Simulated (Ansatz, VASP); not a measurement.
**One calculation of TaO5, two programs**

The input INCAR:

```
ALGO = Normal ; EDIFF = 1E-7
EDIFFG = -0.04 ; ENCUT = 600
GGA = PE ; GGA_COMPAT = False
IBRION = 2 ; ISIF = 3
ISMEAR = 0 ; LASPH = True
LCHARG = False ; LREAL = False
LWAVE = False ; NELM = 120
NELMIN = 4 ; NSW = 90
PREC = Accurate ; SIGMA = 0.1
```

KPOINTS

```
k-points
0
Gamma
  6 6 4
```

File POSCAR:

```
TaO5
1.0
    4.0114755400      0.0000000000      0.0000000000
   -2.0057377700      3.4740397200      0.0000000000
    0.0000000000      0.0000000000      4.8845214600
Ta O
1 5
Direct
    0.0000000000      0.0000000000      0.0000000000
    0.0000000000      0.0000000000      0.3585938700
    0.0000000000      0.0000000000      0.6414061300
    0.6215569100      0.0000000000      0.5000000000
    0.0000000000      0.6215569100      0.5000000000
    0.3784430900      0.3784430900      0.5000000000
```

Input for Ansatz:

```yaml
crystal:
  lattice:
    - [4.01147554, 0.0, 0.0]
    - [-2.00573777, 3.47403972, 0.0]
    - [0.0, 0.0, 4.88452146]
  atoms:
    - { symbol: Ta, position: [0.0, 0.0, 0.0] }
    - { symbol: O, position: [0.0, 0.0, 0.35859387] }
    - { symbol: O, position: [0.0, 0.0, 0.64140613] }
    - { symbol: O, position: [0.62155691, 0.0, 0.5] }
    - { symbol: O, position: [0.0, 0.62155691, 0.5] }
    - { symbol: O, position: [0.37844309, 0.37844309, 0.5] }
basis:
  ecutwfc: 420
kpoints:
  mp_grid: { grid: [6, 6, 4] }
hamiltonian:
  xc: pbe
scf:
  occupations: { method: gaussian, width: 0.1 }
  lower_state_search: "off"
output:
  forces: true
  stress: true
  eigenvalues: true
relax:
  adjacent_minimum: "off"
  f_tol: 0.04
  max_steps: 70
  cell: { stress_tol: 0.4 }
```

Alike in both runs: task relaxation of cell and atoms; functional PBE; k mesh 6 × 6 × 4; occupations gaussian, width 0.1 eV; no spin polarisation.

|  | VASP | Ansatz |
| --- | --- | --- |
| version | VASP 6.6.1 | Ansatz 0.2.0 |
| potentials or method | VASP PAW PBE potentials, release 64 (Ta_sv_GW, O), cutoff 600 eV | scalar-relativistic, plane waves, PAW |
| valence electrons in the cell | 43 | 43 |

Ansatz gave:

```
gap on the k mesh at the Fermi level, each at its own relaxed structure (eV) : none
relaxed volume (Å³/atom)                                                     : 15.50
relaxed cell length with the largest relative difference (Å)                 : 8.677
```

**Question.** Which values does VASP return?

**Answer.** gap on the k mesh at the Fermi level, each at its own relaxed structure (eV): none; relaxed volume (Å³/atom): 12.74; relaxed cell length with the largest relative difference (Å): 6.986.

A gap of «none» marks a metal or a gap that the smearing closes. One of these differences is far larger than is usual between the two programs; its cause wasn't traced.

Neither program's run includes spin-orbit coupling.
